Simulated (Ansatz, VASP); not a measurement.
# Two plane-wave programs on C

```
C
1.0
     0.00000    2.24515    3.19603
     1.29628    0.00000    3.19603
     1.29628    2.24515    0.00000
C
2
Direct
  0.16670 0.83330 0.16670
  0.83330 0.16670 0.83330
```

Alike in both runs: task single point; functional r2SCAN; k mesh 14 × 14 × 14; occupations gaussian, width 0.05 eV; no spin polarisation.

```csv
,VASP,Ansatz
version,VASP 6.6.1,Ansatz 0.2.0
potentials or method,"VASP PAW PBE potentials, release 64 (C), cutoff 520 eV","scalar-relativistic, plane waves, PAW"
valence electrons in the cell,8,8
```

```tsv
	VASP	Ansatz	Ansatz less VASP
gap on the k mesh at the Fermi level (eV)	none	none	-
rms of the force components (eV/Å)	0.004	0.004	0.0000
```

VASP's potentials were made for PBE, not for r2SCAN. Atom by atom the forces differ by 0.000 eV/Å (rms over components). A gap of «none» marks a metal or a gap that the smearing closes. The functional is the same, so the differences come from potentials, cutoffs and numerics.
